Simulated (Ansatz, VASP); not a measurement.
Two plane-wave programs on GaN

The input POSCAR:

```
GaN
1.0
    3.1512715326      0.0000000000      0.0000000000
   -1.5756357663      2.7290812015      0.0000000000
    0.0000000000      0.0000000000      5.2081262613
Ga N
2 2
Direct
    0.3333333333      0.6666666667      0.0003592409
    0.6666666667      0.3333333333      0.5003592409
    0.3333333333      0.6666666667      0.3746407591
    0.6666666667      0.3333333333      0.8746407591
```

Contents of INCAR.step1:

```
PREC     = Accurate       # precision mode
ENCUT    = 520            # plane-wave cutoff, eV
ISMEAR   = 0              # smearing method
SIGMA    = 0.01           # smearing width, eV
LREAL    = F              # projectors in reciprocal space
LASPH    = T              # aspherical terms in the spheres
NELM     = 80             # most SCF steps
NBANDS   = 26             # bands
GGA      = PE             # functional
ALGO     = Normal         # electronic algorithm
EDIFF    = 1E-4           # SCF threshold, eV
LWAVE    = T              # write WAVECAR
LCHARG   = F              # write CHGCAR
```

Contents of INCAR.step2:

```
PREC     = Accurate       # precision mode
ENCUT    = 520            # plane-wave cutoff, eV
EDIFF    = 1E-7           # SCF threshold, eV
ISMEAR   = 0              # smearing method
SIGMA    = 0.01           # smearing width, eV
LREAL    = F              # projectors in reciprocal space
LASPH    = T              # aspherical terms in the spheres
NELM     = 80             # most SCF steps
ALGO     = Normal         # electronic algorithm
ISIF     = 2              # what is computed and relaxed
LWAVE    = F              # write WAVECAR
LCHARG   = F              # write CHGCAR
METAGGA  = R2SCAN         # meta-GGA
LMIXTAU  = T            
NBANDS   = 26             # bands
ISTART   = 1
```

KPOINTS

```
Automatic mesh
0
Gamma
  8 8 4
```

Input for Ansatz:

```yaml
crystal:
  lattice:
    - [3.1512715326, 0.0, 0.0]
    - [-1.5756357663, 2.72908120146, 0.0]
    - [0.0, 0.0, 5.2081262613]
  atoms:
    - { symbol: Ga, position: [0.333333333333, 0.666666666667, 0.000359240895] }
    - { symbol: Ga, position: [0.666666666667, 0.333333333333, 0.500359240895] }
    - { symbol: "N", position: [0.333333333333, 0.666666666667, 0.374640759105] }
    - { symbol: "N", position: [0.666666666667, 0.333333333333, 0.874640759105] }
kpoints:
  mp_grid: { grid: [8, 8, 4] }
scf:
  occupations: { method: fixed }
  convergence: { dr2_threshold: 1.0e-10 }
hamiltonian:
  xc: r2scan
  pseudopotentials: { kind: paw }
output:
  forces: true
  stress: true
  eigenstates:
    kpoints:
      - [0.0, 0.0, 0.0]
      - [0.0, 0.0, -0.5]
      - [-0.5, 0.0, 0.0]
      - [-0.5, 0.5, 0.0]
      - [0.0, -0.5, 0.0]
      - [-0.5, 0.0, -0.5]
      - [-0.5, 0.5, -0.5]
      - [0.0, -0.5, -0.5]
  eigenvalues: true
```

Change from the starting cell: film at in-plane strain -0.01.

Alike in both runs: task single point; functional r2SCAN; k mesh 8 × 8 × 4; no spin polarisation.

|  | VASP | Ansatz |
| --- | --- | --- |
| version | VASP 6.6.1 | Ansatz 0.2.0 |
| potentials or method | VASP PAW PBE potentials, release 64 (Ga_d, N) | PAW with Ansatz's default frozen-core files, scalar-relativistic |
| plane-wave cutoff (eV) | 520 | 500 |
| occupations | gaussian, width 0.01 eV | fixed |
| valence electrons in the cell | 36 | 36 |

VASP gave:

| Property | Result |
| --- | --- |
| gap on the k mesh at the Fermi level (eV) | 2.39 |
| pressure (GPa) | 4.3 |
| traceless stress, the component that is largest in VASP (GPa) | -3.20 |
| rms of the force components (eV/Å) | 0.009 |

Task: What did Ansatz give for the same quantities?

Result: gap on the k mesh at the Fermi level (eV): 2.40; pressure (GPa): 3.1; traceless stress, the component that is largest in VASP (GPa): -3.12; rms of the force components (eV/Å): 0.000.

VASP's potentials were made for PBE, not for r2SCAN. Atom by atom the forces differ by 0.009 eV/Å (rms over components).
